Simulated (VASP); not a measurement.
# AgI (P6_3mc) in VASP: further runs, part 2 of 2

VASP 6.6.1. The steps go on from the part before.

## (4) Single point, LDA (film at in-plane strain -0.02)

The input, INCAR:

```
  PREC = Accurate
  ENCUT = 500
  EDIFF = 1E-6
  ISMEAR = 0
  SIGMA = 0.01
  LREAL = F
  LASPH = T
  NELM = 120
  ALGO = Normal
  ISIF = 2
  LWAVE = F
  LCHARG = T
  GGA = CA
  LELF = T
  LVHAR = T
  NBANDS = 26
  GGA_COMPAT = F
```

The input, KPOINTS:

```
regular mesh
0
Gamma
  6 6 4
```

The input, POSCAR:

```
AgI
1.0
    4.3952898976      0.0000000000      0.0000000000
   -2.1976449488      3.8064327083      0.0000000000
    0.0000000000      0.0000000000      7.5176356010
Ag I
2 2
Direct
    0.6666666667      0.3333333333      0.6337634445
    0.3333333333      0.6666666667      0.1337634445
    0.6666666667      0.3333333333     -0.0037634445
    0.3333333333      0.6666666667      0.4962365555
```

Potentials or basis: VASP PAW LDA potentials, release 64 (Ag, I).

Started as:

```
$ cat potpaw_LDA.64/Ag/POTCAR potpaw_LDA.64/I/POTCAR > POTCAR
$ mpirun -np 1 vasp_std > vasp.out
```

OUTCAR:

```text
PREC = Accurate
   ENCUT = 500
   EDIFF = 1E-6
   ISMEAR = 0
   LREAL = F
   LASPH = T
   NELM = 120
   ISIF = 2
   GGA = CA

 ion  position               nearest neighbor table
   1  0.667  0.333  0.634-   3 2.72   4 2.74   4 2.74   4 2.74
   2  0.333  0.667  0.134-   4 2.72   3 2.74   3 2.74   3 2.74
   3  0.667  0.333  0.996-   1 2.72   2 2.74   2 2.74   2 2.74
   4  0.333  0.667  0.496-   2 2.72   1 2.74   1 2.74   1 2.74

  LATTYP: Found a hexagonal cell.
 ALAT       =     4.3952898976
 C/A-ratio  =     1.7103844743

  Lattice vectors:

 A1 = (   4.3952898976,   0.0000000000,   0.0000000000)
 A2 = (  -2.1976449488,   3.8064327083,   0.0000000000)
 A3 = (   0.0000000000,   0.0000000000,   7.5176356010)

Analysis of symmetry for initial positions (statically):
=====================================================================
 Subroutine PRICEL returns:
 Original cell was already a primitive cell.

 Routine SETGRP: Setting up the symmetry group for a
 hexagonal supercell.

 Subroutine GETGRP returns: Found 12 space group operations
 (whereof  6 operations were pure point group operations)
 out of a pool of 24 trial point group operations.

The static configuration has the point symmetry C_3v.
 The point group associated with its full space group is C_6v.

Analysis of symmetry for dynamics (positions and initial velocities):
=====================================================================
 Subroutine PRICEL returns:
 Original cell was already a primitive cell.

 Routine SETGRP: Setting up the symmetry group for a
 hexagonal supercell.

 Subroutine GETGRP returns: Found 12 space group operations
 (whereof  6 operations were pure point group operations)
 out of a pool of 24 trial point group operations.

The dynamic configuration has the point symmetry C_3v.
 The point group associated with its full space group is C_6v.

 Subroutine INISYM returns: Found 12 space group operations
 (whereof  6 operations are pure point group operations),
 and found     1 'primitive' translations

----------------------------------------------------------------------------------------

                                     Primitive cell

  volume of cell :     125.7729

  direct lattice vectors                    reciprocal lattice vectors
     4.395289898  0.000000000  0.000000000     0.227516278  0.131356585  0.000000000
    -2.197644949  3.806432708  0.000000000     0.000000000  0.262713169  0.000000000
     0.000000000  0.000000000  7.517635601     0.000000000  0.000000000  0.133020547

  length of vectors
     4.395289898  4.395289898  7.517635601     0.262713169  0.262713169  0.133020547

  position of ions in fractional coordinates (direct lattice)
     0.666666667  0.333333333  0.633763444
     0.333333333  0.666666667  0.133763444
     0.666666667  0.333333333  0.996236555
     0.333333333  0.666666667  0.496236555

  ion indices of the primitive-cell ions
   primitive index   ion index
                 1           1
                 2           2
                 3           3
                 4           4

----------------------------------------------------------------------------------------

 KPOINTS: regular mesh

Automatic generation of k-mesh.
 Grid dimensions read from file:
 generate k-points for:    6    6    4

 Generating k-lattice:

  Cartesian coordinates                     Fractional coordinates (reciprocal lattice)
     0.037919380  0.021892764  0.000000000     0.166666667  0.000000000  0.000000000
     0.000000000  0.043785528  0.000000000     0.000000000  0.166666667  0.000000000
     0.000000000  0.000000000  0.033255137     0.000000000  0.000000000  0.250000000

  Length of vectors
     0.043785528  0.043785528  0.033255137

  Shift w.r.t. Gamma in fractional coordinates (k-lattice)
     0.000000000  0.000000000  0.000000000

 Subroutine IBZKPT returns following result:
 ===========================================

 Found     21 irreducible k-points:

 Following reciprocal coordinates:
            Coordinates               Weight
  0.000000  0.000000  0.000000      1.000000
  0.166667 -0.000000  0.000000      6.000000
  0.333333  0.000000  0.000000      6.000000
  0.500000  0.000000  0.000000      3.000000
  0.166667  0.166667  0.000000      6.000000
  0.333333  0.166667  0.000000     12.000000
[... 13 lines left out ...]
  0.333333  0.166667  0.500000     12.000000
  0.333333  0.333333  0.500000      2.000000
   k-points           NKPTS =     21   k-points in BZ     NKDIM =     21   number of bands    NBANDS=     26
   number of dos      NEDOS =    301   number of ions     NIONS =      4
   total plane-waves  NPLWV =  57344
   dimension x,y,z NGX =    32 NGY =   32 NGZ =   56
   dimension x,y,z NGXF=    64 NGYF=   64 NGZF=  112
   ions per type =               2   2
   NGX,Y,Z   is equivalent  to a cutoff of  12.10, 12.10, 12.38 a.u.
   NGXF,Y,Z  is equivalent  to a cutoff of  24.21, 24.21, 24.77 a.u.
 SYSTEM =  unknown system
   PREC   = accura    normal or accurate (medium, high low for compatibility)
   ISTART =      0    job   : 0-new  1-cont  2-samecut
   ICHARG =      2    charge: 1-file 2-atom 10-const
   ISPIN  =      1    spin polarized calculation?
   LNONCOLLINEAR =      F non collinear calculations
   LSORBIT =      F    spin-orbit coupling
   LASPH  =      T    aspherical Exc in radial PAW
   ENCUT  =  500.0 eV  36.75 Ry    6.06 a.u.   8.01  8.01 13.71*2*pi/ulx,y,z
   NELM   =    120;   NELMIN=  2; NELMDL= -5     # of ELM steps
   EDIFF  = 0.1E-05   stopping-criterion for ELM
   LREAL  =      F    real-space projection
   EDIFFG = 0.1E-04   stopping-criterion for IOM
   NSW    =      0    number of steps for IOM
   IBRION =     -1    ionic relax: 0-MD 1-quasi-New 2-CG
   NFREE  =      0    steps in history (QN), initial steepest desc. (CG)
   ISIF   =      2    stress and relaxation
   ISYM   =      2    0-nonsym 1-usesym 2-fastsym
   POTIM  = 0.5000    time-step for ionic-motion
   TEBEG  =    0.0;   TEEND  =   0.0 temperature during run
   PSTRESS=    0.0 pullay stress
   NELECT =      36.0000    total number of electrons
   NUPDOWN=      -1.0000    fix difference up-down
   EMIN   =  10.00;   EMAX   =-10.00  energy-range for DOS
   EFERMI =   0.00;   METHOD = LEGACY
   ISMEAR =     0;   SIGMA  =   0.01  broadening in eV -4-tet -1-fermi 0-gaus
   EFERMI_NEDOS =   21; number of points for ismear=-14 and -15
   IALGO  =     38    algorithm
   IMIX   =      4    mixing-type and parameters
     AMIX     =   0.40;   BMIX     =  1.00
     AMIX_MAG =   1.60;   BMIX_MAG =  1.00
  volume/ion in A,a.u.               =      31.44       212.19
  Fermi-wavevector in a.u.,A,eV,Ry     =   1.078897  2.038820 15.837438  1.164019
  Thomas-Fermi vector in A             =   2.214848
   LORBIT       =      0    0 simple, 1 ext, 2 COOP (PROOUT), +10 PAW based schemes
   GGA     = CA    functional components
   LHFCALC =     F    Hartree Fock is set to
   AEXX    =    0.0000 exact exchange contribution
   IVDW    =     0    specifies the selected vdW correction
   LEPSILON=     F    determine dielectric tensor
   LRPA    =     F    only Hartree local field effects (RPA)
 non-spin polarized calculation
 Gauss-broadening in eV      SIGMA  =   0.01
  energy-cutoff  :      500.00
  volume of cell :      125.77
 maximum number of plane-waves:      3213
   NGX = 17   NGY = 17   NGZ = 27

 number of electron      35.9999992 magnetization

 Free energy of the ion-electron system (eV)
  ---------------------------------------------------
  ext. energy  EPLUGINS =         0.00000000
  ---------------------------------------------------
  free energy    TOTEN  =       -12.22989779 eV

  energy without entropy =      -12.22989779  energy(sigma->0) =      -12.22989779

 E-fermi :   3.9936     XC(G=0):  -9.2390

 val. band max:        3.9313396082   @ k =   0.0000   0.0000   0.0000
 cond. band min:       5.0153928557   @ k =   0.0000   0.0000   0.0000
 fundamental gap:      1.0840532475
 Fermi energy:         3.9935763469

 k-point     1 :       0.0000    0.0000    0.0000
  band No.  band energies     occupation
      1      -9.4380      2.00000
      2      -9.0941      2.00000
      3      -0.9591      2.00000
      4      -0.9562      2.00000
      5      -0.8009      2.00000
      6      -0.8009      2.00000
[... 598 lines left out ...]
     25      11.9503      0.00000
     26      11.9503      0.00000

------------------------ aborting loop because EDIFF is reached ----------------------------------------

  FORCE on cell =-STRESS in cart. coord.  units (eV):
  Direction    XX          YY          ZZ          XY          YZ          ZX
  --------------------------------------------------------------------------------------
  -------------------------------------------------------------------------------------
  Total        0.7273826      0.7273826      0.0076084      0.0000000      0.0000000      0.0000000
  in kB        9.2658775      9.2658775      0.0969210      0.0000000      0.0000000      0.0000000
  external PRESSURE =       6.2095587 kB  Pullay stress =       0.0000000 kB

 VOLUME and BASIS-vectors are now :
 -----------------------------------------------------------------------------
  energy-cutoff  :      500.00
  volume of cell :      125.77
      direct lattice vectors                 reciprocal lattice vectors
     4.395289898  0.000000000  0.000000000     0.227516278  0.131356585  0.000000000
    -2.197644949  3.806432708  0.000000000     0.000000000  0.262713169  0.000000000
     0.000000000  0.000000000  7.517635601     0.000000000  0.000000000  0.133020547

 POSITION                                       TOTAL-FORCE (eV/Angst)
 -----------------------------------------------------------------------------------
      2.19764      1.26881      4.76440        -0.000000      0.000000      0.000473
     -0.00000      2.53762      1.00558         0.000000     -0.000000      0.000473
      2.19764      1.26881      7.48934        -0.000000     -0.000000     -0.000473
     -0.00000      2.53762      3.73053         0.000000     -0.000000     -0.000473
 -----------------------------------------------------------------------------------
    total drift:                               -0.000000      0.000000     -0.000355

  FREE ENERGIE OF THE ION-ELECTRON SYSTEM (eV)
  ---------------------------------------------------
  free  energy   TOTEN  =       -12.2298977939 eV

  energy  without entropy=      -12.2298977939  energy(sigma->0) =      -12.22989779
```

stdout:

```text
POSCAR found type information on POSCAR AgI
 POSCAR found :  2 types and       4 ions
 scaLAPACK will be used
 LDA part: xc-table for (Slater(with rela. corr.)+CA(PZ))
 , standard interpolation
 POSCAR, INCAR and KPOINTS ok, starting setup
 FFT: planning ... GRIDC
 FFT: planning ... GRID_SOFT
 FFT: planning ... GRID
 WAVECAR not read
 entering main loop
```

Run time: 24 s. Hardware: 1 thread of Intel Xeon 6975P-C (Granite Rapids), shared host; peak memory 0.21 GiB.

What came out:

* Free energy: -12.2299 eV
* Pressure: 0.6 GPa
* Band gap on the k mesh: 1.08 eV

Levels at points of the mesh, in eV from the valence-band top:
| k point | band 15 | band 16 | band 17 | band 18 | band 19 | band 20 | band 21 | band 22 |
| --- | --- | --- | --- | --- | --- | --- | --- | --- |
| (0.00, 0.00, 0.00) | -0.86 | -0.14 | 0.00 | 0.00 | 1.08 | 2.68 | 5.30 | 5.66 |
| (0.50, 0.00, 0.00) | -2.62 | -2.05 | -1.39 | -0.76 | 3.11 | 3.46 | 4.37 | 5.61 |
| (0.00, 0.00, 0.50) | -0.45 | -0.45 | -0.45 | -0.45 | 2.57 | 2.57 | 5.39 | 5.39 |
| (0.50, 0.00, 0.50) | -1.61 | -1.61 | -1.41 | -1.41 | 2.86 | 2.86 | 4.66 | 4.66 |

Caveat: the cell differs from its parent crystal (film at in-plane strain -0.02); spin-orbit coupling is left out, which moves the levels of the heavy elements.
